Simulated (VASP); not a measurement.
# LiF (Fm-3m) in VASP: single point with r2SCANh

Aim: the single point of LiF with r2SCANh.

All numbers are computed with VASP 6.6.1; they aren't measurements. Logs are shortened: lines on timing, memory, paths and dates and some standing lists are left out, and cuts for length are marked.

## (1) The cell of the first run

Symmetry: Fm-3m, No. 225, cubic system. Conventional cell: a = 3.990 Å, b = 3.990 Å, c = 3.990 Å, α = 90.00°, β = 90.00°, γ = 90.00°. Li (site symmetry m-3m) has 6 F at 1.99 Å within 2.6 Å. Within 2.6 Å of F (site symmetry m-3m) lie 6 Li at 1.99 Å.

## (2) Single point, r2SCANh

File POSCAR:

```
LiF
1.0
    0.0000000000      1.9948691812      1.9948691812
    1.9948691812      0.0000000000      1.9948691812
    1.9948691812      1.9948691812      0.0000000000
Li F
1 1
Direct
    0.0000000000      0.0000000000      0.0000000000
    0.5000000000      0.5000000000      0.5000000000
```

File INCAR.step1:

```
SYSTEM = LiF
  PREC = Accurate
  ENCUT = 720
  EDIFF = 1E-5
  ISMEAR = 0
  SIGMA = 0.01
  LREAL = .False.
  LASPH = .True.
  NELM = 120
  ALGO = Normal
  ISIF = 2
  LWAVE = .True.
  LCHARG = .False.
  GGA = PE
  NBANDS = 12
  GGA_COMPAT = .False.
```

File INCAR.step2:

```
SYSTEM = LiF
  PREC = Accurate
  ENCUT = 720
  EDIFF = 1E-6
  ISMEAR = 0
  SIGMA = 0.01
  LREAL = .False.
  LASPH = .True.
  NELM = 120
  ALGO = Normal
  ISIF = 2
  LWAVE = .False.
  LCHARG = .False.
  METAGGA = R2SCAN
  LHFCALC = .True.
  AEXX = 0.1
  LMIXTAU = .True.
  PRECFOCK = Normal
  ISTART = 1
  NBANDS = 12
  GGA_COMPAT = .False.
```

File KPOINTS:

```
Automatic mesh
0
Gamma
  8 8 8
  0 0 0
```

Potentials or basis: VASP PAW PBE potentials, release 64 (Li_sv, F).

Launch:

```sh
> cat potpaw_PBE.64/Li_sv/POTCAR potpaw_PBE.64/F/POTCAR > POTCAR
> cp INCAR.step1 INCAR
> mpirun -np 1 vasp_std > vasp.out
> cp INCAR.step2 INCAR
> mpirun -np 1 vasp_std > vasp.out
```

OUTCAR:

```text
SYSTEM = LiF
   PREC = Accurate
   ENCUT = 720
   EDIFF = 1E-6
   ISMEAR = 0
   LREAL = .False.
   LASPH = .True.
   NELM = 120
   ISIF = 2
   METAGGA = R2SCAN
   LHFCALC = .True.
   AEXX = 0.1
   PRECFOCK = Normal
   ISTART = 1

 ion  position               nearest neighbor table
   1  0.000  0.000  0.000-   2 1.99   2 1.99   2 1.99   2 1.99   2 1.99   2 1.99
   2  0.500  0.500  0.500-   1 1.99   1 1.99   1 1.99   1 1.99   1 1.99   1 1.99

  LATTYP: Found a face centered cubic cell.
 ALAT       =     3.9897383624

  Lattice vectors:

 A1 = (   0.0000000000,   1.9948691812,   1.9948691812)
 A2 = (   1.9948691812,   0.0000000000,   1.9948691812)
 A3 = (   1.9948691812,   1.9948691812,   0.0000000000)

Analysis of symmetry for initial positions (statically):
=====================================================================
 Subroutine PRICEL returns:
 Original cell was already a primitive cell.

 Routine SETGRP: Setting up the symmetry group for a
 face centered cubic supercell.

 Subroutine GETGRP returns: Found 48 space group operations
 (whereof 48 operations were pure point group operations)
 out of a pool of 48 trial point group operations.

The static configuration has the point symmetry O_h .

Analysis of symmetry for dynamics (positions and initial velocities):
=====================================================================
 Subroutine PRICEL returns:
 Original cell was already a primitive cell.

 Routine SETGRP: Setting up the symmetry group for a
 face centered cubic supercell.

 Subroutine GETGRP returns: Found 48 space group operations
 (whereof 48 operations were pure point group operations)
 out of a pool of 48 trial point group operations.

The dynamic configuration has the point symmetry O_h .

 Subroutine INISYM returns: Found 48 space group operations
 (whereof 48 operations are pure point group operations),
 and found     1 'primitive' translations

----------------------------------------------------------------------------------------

                                     Primitive cell

  volume of cell :      15.8772

  direct lattice vectors                    reciprocal lattice vectors
     0.000000000  1.994869181  1.994869181    -0.250643002  0.250643002  0.250643002
     1.994869181  0.000000000  1.994869181     0.250643002 -0.250643002  0.250643002
     1.994869181  1.994869181  0.000000000     0.250643002  0.250643002 -0.250643002

  length of vectors
     2.821171051  2.821171051  2.821171051     0.434126414  0.434126414  0.434126414

  position of ions in fractional coordinates (direct lattice)
     0.000000000  0.000000000  0.000000000
     0.500000000  0.500000000  0.500000000

  ion indices of the primitive-cell ions
   primitive index   ion index
                 1           1
                 2           2

----------------------------------------------------------------------------------------

 KPOINTS: Automatic mesh

Automatic generation of k-mesh.
 Grid dimensions read from file:
 generate k-points for:    8    8    8

 Generating k-lattice:

  Cartesian coordinates                     Fractional coordinates (reciprocal lattice)
    -0.031330375  0.031330375  0.031330375     0.125000000  0.000000000  0.000000000
     0.031330375 -0.031330375  0.031330375     0.000000000  0.125000000  0.000000000
     0.031330375  0.031330375 -0.031330375     0.000000000  0.000000000  0.125000000

  Length of vectors
     0.054265802  0.054265802  0.054265802

  Shift w.r.t. Gamma in fractional coordinates (k-lattice)
     0.000000000  0.000000000  0.000000000

 Subroutine IBZKPT returns following result:
 ===========================================

 Found     29 irreducible k-points:

 Following reciprocal coordinates:
            Coordinates               Weight
  0.000000  0.000000  0.000000      1.000000
  0.125000  0.000000  0.000000      8.000000
  0.250000  0.000000  0.000000      8.000000
  0.375000  0.000000  0.000000      8.000000
  0.500000  0.000000  0.000000      4.000000
  0.125000  0.125000  0.000000      6.000000
[... 16 lines left out ...]
  0.500000  0.250000  0.125000     48.000000
 -0.375000  0.250000  0.125000     24.000000
 [... further k-points ...]
   k-points           NKPTS =     29   k-points in BZ     NKDIM =    512   number of bands    NBANDS=     12
   number of dos      NEDOS =    301   number of ions     NIONS =      2
   total plane-waves  NPLWV =  21952
   dimension x,y,z NGX =    28 NGY =   28 NGZ =   28
   dimension x,y,z NGXF=    56 NGYF=   56 NGZF=   56
   ions per type =               1   1
   NGX,Y,Z   is equivalent  to a cutoff of  16.50, 16.50, 16.50 a.u.
   NGXF,Y,Z  is equivalent  to a cutoff of  33.00, 33.00, 33.00 a.u.
 SYSTEM =  LiF
   PREC   = accura    normal or accurate (medium, high low for compatibility)
   ISTART =      1    job   : 0-new  1-cont  2-samecut
   ICHARG =      0    charge: 1-file 2-atom 10-const
   ISPIN  =      1    spin polarized calculation?
   LNONCOLLINEAR =      F non collinear calculations
   LSORBIT =      F    spin-orbit coupling
   LASPH  =      T    aspherical Exc in radial PAW
   ENCUT  =  720.0 eV  52.92 Ry    7.27 a.u.   6.17  6.17  6.17*2*pi/ulx,y,z
   NELM   =    120;   NELMIN=  2; NELMDL=  0     # of ELM steps
   EDIFF  = 0.1E-05   stopping-criterion for ELM
   LREAL  =      F    real-space projection
   EDIFFG = 0.1E-04   stopping-criterion for IOM
   NSW    =      0    number of steps for IOM
   IBRION =     -1    ionic relax: 0-MD 1-quasi-New 2-CG
   NFREE  =      0    steps in history (QN), initial steepest desc. (CG)
   ISIF   =      2    stress and relaxation
   ISYM   =      3    0-nonsym 1-usesym 2-fastsym
   POTIM  = 0.5000    time-step for ionic-motion
   TEBEG  =    0.0;   TEEND  =   0.0 temperature during run
   PSTRESS=    0.0 pullay stress
   NELECT =      10.0000    total number of electrons
   NUPDOWN=      -1.0000    fix difference up-down
   EMIN   =  10.00;   EMAX   =-10.00  energy-range for DOS
   EFERMI =   0.00;   METHOD = LEGACY
   ISMEAR =     0;   SIGMA  =   0.01  broadening in eV -4-tet -1-fermi 0-gaus
   EFERMI_NEDOS =   21; number of points for ismear=-14 and -15
   IALGO  =     38    algorithm
   IMIX   =      1    mixing-type and parameters
     AMIX     =   0.40;   BMIX     =  1.00
     AMIX_MAG =   1.60;   BMIX_MAG =  1.00
  volume/ion in A,a.u.               =       7.94        53.57
  Fermi-wavevector in a.u.,A,eV,Ry     =   1.403300  2.651852 26.793271  1.969250
  Thomas-Fermi vector in A             =   2.525975
   LORBIT       =      0    0 simple, 1 ext, 2 COOP (PROOUT), +10 PAW based schemes
   METAGGA = R2SCAN    functional components
   LHFCALC =     T    Hartree Fock is set to
   PRECFOCK=normal    Normal, Fast or Accurate (Low or Medium for compatibility)
   ENCUT4O =  -1.0   cutoff for four orbital integrals eV
   NKREDX  =     1    reduce k-point grid by
   NKREDY  =     1    reduce k-point grid by
   NKREDZ  =     1    reduce k-point grid by
   AEXX    =    0.1000 exact exchange contribution
   HFSCREEN=    0.0000 screening length (either q_TF or 0.3 A-1)
   HFSCREENC=   0.0000 screening length for correlation (either q_TF or 0.3 A-1)
   ENCUTFOCK=  -1.0 apply spherical cutoff to Coloumb kernel
   IVDW    =     0    specifies the selected vdW correction
   LEPSILON=     F    determine dielectric tensor
   LRPA    =     F    only Hartree local field effects (RPA)
 non-spin polarized calculation
 Gauss-broadening in eV      SIGMA  =   0.01
  energy-cutoff  :      720.00
  volume of cell :       15.88
 maximum number of plane-waves:       725
 NGX is ok and might be reduce to    28
  NGX = 20; NGY = 20; NGZ = 20

 number of electron      10.0000004 magnetization

 Free energy of the ion-electron system (eV)
  ---------------------------------------------------
  ext. energy  EPLUGINS =         0.00000000
  ---------------------------------------------------
  free energy    TOTEN  =       -12.59440249 eV

  energy without entropy =      -12.59440249  energy(sigma->0) =      -12.59440249

 E-fermi :  -2.1365     XC(G=0):  -9.7482

 val. band max:       -2.2565371898   @ k =   0.0000   0.0000   0.0000
 cond. band min:       9.3424687919   @ k =   0.0000   0.0000   0.0000
 fundamental gap:     11.5990059817
 Fermi energy:        -2.1365388508

 k-point     1 :       0.0000    0.0000    0.0000
  band No.  band energies     occupation
      1     -44.9345      2.00000
      2     -23.9187      2.00000
      3      -2.2565      2.00000
      4      -2.2565      2.00000
      5      -2.2565      2.00000
      6       9.3425      0.00000
      7      24.6849      0.00000
      8      24.6849      0.00000
      9      24.6849      0.00000
     10      25.3973      0.00000
     11      25.3973      0.00000
     12      25.3973      0.00000

 k-point     2 :       0.1250    0.0000    0.0000
  band No.  band energies     occupation
      1     -44.9249      2.00000
      2     -23.8568      2.00000
      3      -2.7041      2.00000
      4      -2.2961      2.00000
      5      -2.2961      2.00000
      6       9.7788      0.00000
      7      21.0901      0.00000
      8      23.2510      0.00000
      9      23.2510      0.00000
     10      26.3726      0.00000
     11      26.3726      0.00000
     12      26.7106      0.00000

 k-point     3 :       0.2500    0.0000    0.0000
  band No.  band energies     occupation
      1     -44.9018      2.00000
      2     -23.7026      2.00000
      3      -3.6834      2.00000
      4      -2.3894      2.00000
      5      -2.3894      2.00000
      6      10.5678      0.00000
      7      18.3991      0.00000
      8      21.3581      0.00000
      9      21.3581      0.00000
     10      28.1840      0.00000
     11      28.1987      0.00000
     12      28.1987      0.00000
[... 286 lines left out ...]
 k-point    23 :       0.5000    0.2500    0.1250
  band No.  band energies     occupation
      1     -44.8677      2.00000
      2     -23.4101      2.00000
      3      -4.4876      2.00000
      4      -3.4434      2.00000
      5      -2.7078      2.00000
      6      12.5349      0.00000
      7      16.3245      0.00000
      8      19.8761      0.00000
      9      20.4148      0.00000
     10      26.5325      0.00000
     11      31.2789      0.00000
     12      34.1950      0.00000

 k-point    24 :      -0.3750    0.2500    0.1250
  band No.  band energies     occupation
      1     -44.8603      2.00000
      2     -23.3458      2.00000
      3      -4.7162      2.00000
      4      -3.5628      2.00000
      5      -2.7814      2.00000
      6      12.7035      0.00000
      7      16.1866      0.00000
      8      19.7146      0.00000
      9      20.1151      0.00000
     10      28.3813      0.00000
     11      29.7501      0.00000
     12      35.5124      0.00000

 [... further k-points ...]

------------------------ aborting loop because EDIFF is reached ----------------------------------------

  FORCE on cell =-STRESS in cart. coord.  units (eV):
  Direction    XX          YY          ZZ          XY          YZ          ZX
  --------------------------------------------------------------------------------------
  -------------------------------------------------------------------------------------
  Total       -0.1356554     -0.1356554     -0.1356554      0.0000000      0.0000000     -0.0000000
  in kB      -13.6890875    -13.6890875    -13.6890875      0.0000000      0.0000000     -0.0000000
  external PRESSURE =     -13.6890875 kB  Pullay stress =       0.0000000 kB

 VOLUME and BASIS-vectors are now :
 -----------------------------------------------------------------------------
  energy-cutoff  :      720.00
  volume of cell :       15.88
      direct lattice vectors                 reciprocal lattice vectors
     0.000000000  1.994869181  1.994869181    -0.250643002  0.250643002  0.250643002
     1.994869181  0.000000000  1.994869181     0.250643002 -0.250643002  0.250643002
     1.994869181  1.994869181  0.000000000     0.250643002  0.250643002 -0.250643002

 POSITION                                       TOTAL-FORCE (eV/Angst)
 -----------------------------------------------------------------------------------
      0.00000      0.00000      0.00000        -0.000000      0.000000     -0.000000
      1.99487      1.99487      1.99487         0.000000     -0.000000      0.000000
 -----------------------------------------------------------------------------------
    total drift:                               -0.000000      0.000000     -0.000000

  FREE ENERGIE OF THE ION-ELECTRON SYSTEM (eV)
  ---------------------------------------------------
  free  energy   TOTEN  =       -12.5944024923 eV

  energy  without entropy=      -12.5944024923  energy(sigma->0) =      -12.59440249
```

It took 61 min on 1 thread of AMD EPYC 7R43 (Zen 3), shared host; peak memory 0.15 GiB.

Results:

- Free energy: -12.5944 eV
- Pressure: -1.4 GPa
- Band gap on the k mesh: 11.60 eV

Caveat: the PAW data sets were made with another functional, which shifts forces and pressure a little.
